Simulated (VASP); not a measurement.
Write the native input for VASP 6.6.1 that does the following.

```
Task                   : relaxation of cell and atoms
Functional             : PBEsol
Dispersion             : D3(BJ)
Potentials or basis    : VASP PAW PBE potentials, release 64 (Te, Sb, Ge_d)
Cutoff                 : 600 eV
k mesh                 : 7 × 7 × 2
Occupations            : fermi-dirac, width 0.05 eV
Spin                   : no spin polarisation
Dipole correction      : no
Further INCAR settings : ALGO = Normal; EDIFF = 1e-06; IBRION = 2; EDIFFG = -0.01; NSW = 60; ISIF = 3
```

The structure of Ge2Sb2Te5 lies in POSCAR:

```
Ge2Sb2Te5
1.0
    4.2940644248      0.0000000000      0.0000000000
   -2.1470322124      3.7187688774      0.0000000000
    0.0000000000      0.0000000000     17.1013460000
Te Sb Ge
5 2 2
Direct
    0.6666666667      0.3333333333      0.4198920000
    0.3333333333      0.6666666667      0.5801080000
    0.3333333333      0.6666666667      0.2015420000
    0.6666666667      0.3333333333      0.7984580000
    0.0000000000      0.0000000000      0.0000000000
    0.0000000000      0.0000000000      0.3200680000
    0.0000000000      0.0000000000      0.6799320000
    0.6666666667      0.3333333333      0.1028950000
    0.3333333333      0.6666666667      0.8971050000
```

One way to write it, as run:

INCAR

```
SYSTEM = Ge2Sb2Te5
  PREC = Accurate
  ENCUT = 600
  EDIFF = 1E-6
  ISMEAR = -1
  SIGMA = 0.05
  LREAL = .False.
  LASPH = .True.
  NELM = 100
  ALGO = Normal
  ISIF = 3
  LWAVE = .False.
  LCHARG = .False.
  GGA = PS
  IVDW = 12
  IBRION = 2
  NSW = 60
  EDIFFG = -0.01
```

KPOINTS

```
Automatic mesh
0
Gamma
  7 7 2
  0 0 0
```

Potentials or basis: VASP PAW PBE potentials, release 64 (Te, Sb, Ge_d).

Launch:

```bash
$ cat potpaw_PBE.64/Te/POTCAR potpaw_PBE.64/Sb/POTCAR potpaw_PBE.64/Ge_d/POTCAR > POTCAR
$ mpirun -np 1 vasp_std > vasp.out
```

Results of the run:

| Property | Result |
| --- | --- |
| Relaxed volume | 27.58 Å³/atom |
| Relaxed cell | a = 4.164 Å, b = 4.164 Å, c = 16.530 Å, α = 90.00°, β = 90.00°, γ = 120.00° |
| Space group after relaxing (to 0.1 Å) | P-3m1 (No. 164) |
| Energy gained by relaxing | 38.1 meV/atom |
| Ionic steps | 15 |
| Pressure after relaxing | 0.0 GPa |
| Largest force after relaxing | 0.010 eV/Å |
| Band gap on the k mesh | zero (filled and empty bands touch) |
| Dispersion energy per atom | -0.429 eV |

Caveat: the PAW data sets were made with another functional, which shifts forces and pressure a little; spin-orbit coupling is left out, which moves the levels of the heavy elements.

Wall time 84 min on 1 thread of Intel Xeon 8259CL, with other jobs on the host, peak memory 0.57 GiB.
